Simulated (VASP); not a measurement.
# Ru in VASP: a series of runs, part 2 of 2

VASP 6.6.1. The steps go on from the part before.

## 6. Single point, PBEsol

This run uses another cell than the first one, of 14.10 Å³/atom, 1.035 times its volume.

INCAR

```
  PREC = Accurate
  ENCUT = 500
  EDIFF = 1E-6
  ISMEAR = 0
  SIGMA = 0.1
  LREAL = False
  LASPH = True
  NELM = 120
  ALGO = Normal
  ISIF = 2
  LWAVE = False
  LCHARG = True
  GGA = PS
  LELF = True
  LVHAR = True
  NBANDS = 13
  GGA_COMPAT = False
```

KPOINTS

```
regular mesh
0
Gamma
  10 10 10
```

POSCAR

```
Ru
1.0
   -1.3232514313      1.3232514313      2.0131340150
    1.3232514313     -1.3232514313      2.0131340150
    1.3232514313      1.3232514313     -2.0131340150
Ru
1
Direct
    0.0000000000      0.0000000000      0.0000000000
```

Potentials or basis: VASP PAW PBE potentials, release 64 (Ru_pv).

Started as:

```bash
$ cat potpaw_PBE.64/Ru_pv/POTCAR > POTCAR
$ mpirun -np 1 vasp_std > vasp.out
```

OUTCAR:

```text
PREC = Accurate
   ENCUT = 500
   EDIFF = 1E-6
   ISMEAR = 0
   LREAL = False
   LASPH = True
   NELM = 120
   ISIF = 2
   GGA = PS

 ion  position               nearest neighbor table
   1  0.000  0.000  0.000-

  LATTYP: Found a body centered tetragonal cell.
 ALAT       =     2.6465028626
 C/A-ratio  =     1.5213541186

  Lattice vectors:

 A1 = (  -1.3232514313,   1.3232514313,   2.0131340150)
 A2 = (   1.3232514313,  -1.3232514313,   2.0131340150)
 A3 = (   1.3232514313,   1.3232514313,  -2.0131340150)

Analysis of symmetry for initial positions (statically):
=====================================================================
 Subroutine PRICEL returns:
 Original cell was already a primitive cell.

 Routine SETGRP: Setting up the symmetry group for a
 body centered tetragonal supercell.

 Subroutine GETGRP returns: Found 16 space group operations
 (whereof 16 operations were pure point group operations)
 out of a pool of 16 trial point group operations.

The static configuration has the point symmetry D_4h.

Analysis of symmetry for dynamics (positions and initial velocities):
=====================================================================
 Subroutine PRICEL returns:
 Original cell was already a primitive cell.

 Routine SETGRP: Setting up the symmetry group for a
 body centered tetragonal supercell.

 Subroutine GETGRP returns: Found 16 space group operations
 (whereof 16 operations were pure point group operations)
 out of a pool of 16 trial point group operations.

The dynamic configuration has the point symmetry D_4h.

 Subroutine INISYM returns: Found 16 space group operations
 (whereof 16 operations are pure point group operations),
 and found     1 'primitive' translations

----------------------------------------------------------------------------------------

                                     Primitive cell

  volume of cell :      14.0999
[... 108 lines left out ...]
  volume/ion in A,a.u.               =      14.10        95.15
  Fermi-wavevector in a.u.,A,eV,Ry     =   1.633221  3.086341 36.292341  2.667412
  Thomas-Fermi vector in A             =   2.725062
   LORBIT       =      0    0 simple, 1 ext, 2 COOP (PROOUT), +10 PAW based schemes
   GGA     = PS    functional components
   LHFCALC =     F    Hartree Fock is set to
   AEXX    =    0.0000 exact exchange contribution
   IVDW    =     0    specifies the selected vdW correction
   LEPSILON=     F    determine dielectric tensor
   LRPA    =     F    only Hartree local field effects (RPA)
 non-spin polarized calculation
 Gauss-broadening in eV      SIGMA  =   0.10
  energy-cutoff  :      500.00
  volume of cell :       14.10
 maximum number of plane-waves:       371
   NGX =  9   NGY =  9   NGZ =  9

 number of electron      13.9999996 magnetization

 Free energy of the ion-electron system (eV)
  ---------------------------------------------------
  ext. energy  EPLUGINS =         0.00000000
  ---------------------------------------------------
  free energy    TOTEN  =        -9.95465140 eV

  energy without entropy =       -9.94382404  energy(sigma->0) =       -9.94923772

 E-fermi :  11.9752     XC(G=0): -14.0467

 val. band max:       11.9586415536   @ k =  -0.2000  -0.3000   0.1000
 cond. band min:      11.9818127358   @ k =  -0.1000  -0.3000   0.1000
 fundamental gap:      0.0231711822
 Fermi energy:        11.9751945652

 k-point     1 :       0.0000    0.0000    0.0000
  band No.  band energies     occupation
      1     -30.4561      2.00000
      2     -30.4191      2.00000
      3     -30.4191      2.00000
      4       4.1790      2.00000
      5       8.9281      2.00000
      6       9.8139      2.00000
      7       9.8139      2.00000
      8      11.2335      2.00000
      9      12.3260      0.00000
     10      22.3778      0.00000
     11      27.0720      0.00000
     12      31.0276      0.00000
     13      33.2953      0.00000
[... 354 lines left out ...]
  band No.  band energies     occupation
      1     -31.1813      2.00000
      2     -30.9623      2.00000
      3     -30.7077      2.00000
      4       7.0594      2.00000
      5       7.9147      2.00000
      6      10.0884      2.00000
      7      11.4370      2.00000
      8      13.2102      0.00000
      9      19.4804      0.00000
     10      21.3475      0.00000
     11      22.3815      0.00000
     12      26.1560      0.00000
     13      29.2266      0.00000

 [... further k-points ...]
[... 5 lines left out ...]
  --------------------------------------------------------------------------------------
  -------------------------------------------------------------------------------------
  Total       -0.7576940     -0.7576940     -2.3199726      0.0000000      0.0000000      0.0000000
  in kB      -86.0967945    -86.0967945   -263.6185833      0.0000000      0.0000000      0.0000000
  external PRESSURE =    -145.2707241 kB  Pullay stress =       0.0000000 kB

 VOLUME and BASIS-vectors are now :
 -----------------------------------------------------------------------------
  energy-cutoff  :      500.00
  volume of cell :       14.10
      direct lattice vectors                 reciprocal lattice vectors
    -1.323251431  1.323251431  2.013134015     0.000000000  0.377857139  0.248368959
     1.323251431 -1.323251431  2.013134015     0.377857139  0.000000000  0.248368959
     1.323251431  1.323251431 -2.013134015     0.377857139  0.377857139  0.000000000

 POSITION                                       TOTAL-FORCE (eV/Angst)
 -----------------------------------------------------------------------------------
      0.00000      0.00000      0.00000        -0.000000      0.000000      0.000000
 -----------------------------------------------------------------------------------
    total drift:                                0.000000     -0.000000      0.000000

  FREE ENERGIE OF THE ION-ELECTRON SYSTEM (eV)
  ---------------------------------------------------
  free  energy   TOTEN  =        -9.9546514002 eV

  energy  without entropy=       -9.9438240427  energy(sigma->0) =       -9.94923772
```

OSZICAR:

```text
N       E                     dE             d eps       ncg     rms          rms(c)
DAV:   1     0.104115039137E+03    0.10412E+03   -0.81411E+03  2660   0.111E+03
DAV:   2    -0.954551780248E+01   -0.11366E+03   -0.10924E+03  2922   0.320E+02
DAV:   3    -0.107636672097E+02   -0.12181E+01   -0.12097E+01  2917   0.365E+01
DAV:   4    -0.107671282989E+02   -0.34611E-02   -0.34610E-02  2947   0.210E+00
DAV:   5    -0.107671508838E+02   -0.22585E-04   -0.22585E-04  2957   0.155E-01    0.126E+01
DAV:   6    -0.100056421532E+02    0.76151E+00   -0.12560E+00  2707   0.147E+01    0.286E+00
DAV:   7    -0.995995323930E+01    0.45689E-01   -0.70801E-02  2957   0.321E+00    0.709E-01
DAV:   8    -0.995470019073E+01    0.52530E-02   -0.34702E-03  2707   0.785E-01    0.134E-01
DAV:   9    -0.995464319366E+01    0.56997E-04   -0.97883E-05  2997   0.129E-01    0.198E-02
DAV:  10    -0.995465155900E+01   -0.83653E-05   -0.29938E-06  2755   0.190E-02    0.490E-03
DAV:  11    -0.995465140017E+01    0.15884E-06   -0.17202E-07  1441   0.541E-03
   1 F= -.99546514E+01 E0= -.99492377E+01  d E =-.108274E-01
```

stdout:

```text
POSCAR found type information on POSCAR Ru
 POSCAR found :  1 types and       1 ions
 scaLAPACK will be used
 -----------------------------------------------------------------------------
|                                                                             |
|                                                                             |
|     You enforced a specific xc type in the INCAR file but a different       |
|     I HOPE YOU KNOW WHAT YOU ARE DOING!                                     |
|                                                                             |
 -----------------------------------------------------------------------------

 LDA part: xc-table for (Slater+PW92), standard interpolation
 POSCAR, INCAR and KPOINTS ok, starting setup
 FFT: planning ... GRIDC
 FFT: planning ... GRID_SOFT
 FFT: planning ... GRID
 WAVECAR not read
 entering main loop
```

Run time: 7 s. Hardware: 1 thread of Intel Xeon 6975P-C (Granite Rapids), shared host; peak memory 0.13 GiB.

What came out:

- Free energy: -9.9547 eV
- Pressure: -14.5 GPa
- Band gap on the k mesh: zero (band 7 reaches 14.01 eV, above the bottom of band 8 at 10.83 eV)

Caveat: the PAW data sets were made with another functional, which shifts forces and pressure a little.

## 7. Overview

```csv
task,cell,k mesh,gap on the mesh (eV),pressure (GPa)
single point,"a = 2.681 Å, angles 60.0°, 1 atom",8 × 8 × 8,none,-6.9
single point,"a = 2.663 Å, angles 60.0°, 1 atom",8 × 8 × 8,none,-0.3
single point,"a = 2.662 Å, angles 120.0, 120.0, 90.0°, 1 atom",8 × 8 × 8,none,0.0
relaxation of cell and atoms,"relaxed from a = 2.681 Å, angles 60.0°, 1 atom",8 × 8 × 8,none,-0.2
single point,"a = 2.749 Å, angles 122.4, 122.4, 85.8°, 1 atom",10 × 10 × 10,none,-14.5
```

Alike in all rows: level PBEsol; potentials or basis VASP PAW PBE potentials, release 64 (Ru_pv); no spin polarisation; cutoff (eV) 500; smearing gaussian 0.1 eV.

Caveats: some runs use coarse meshes; the PAW data sets were made with another functional, which shifts forces and pressure a little.

Total energies depend on the potentials used, so only differences within one code and one set of settings carry meaning.
